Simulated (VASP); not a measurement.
Runs of VASP 6.6.1 on As. The structure is that of space group Pm-3m (No. 221), or close to it. The cells are those of the table. 

```csv
cell,gap on the mesh (eV),pressure (GPa)
"a = 2.618 Å, 1 atom",none,9.6
"a = 2.580 Å, 1 atom",none,(a)
"a = 2.727 Å, 1 atom",none,-3.1
"a = 2.762 Å, 1 atom",none,-5.7
```

Alike in all rows: task single point; level PBEsol; potentials or basis VASP PAW PBE potentials, release 64 (As); no spin polarisation; k mesh 13 × 13 × 13; cutoff (eV) 520; smearing fermi-dirac 0.1 eV.

Q: Fill in the values left out.

A: (a) 16.0.

Caveats: the PAW data sets were made with another functional, which shifts forces and pressure a little.

A k mesh can miss the band edges, and the runs leave out spin-orbit coupling on As.

A gap of «none» marks levels without a gap at the run's occupations.
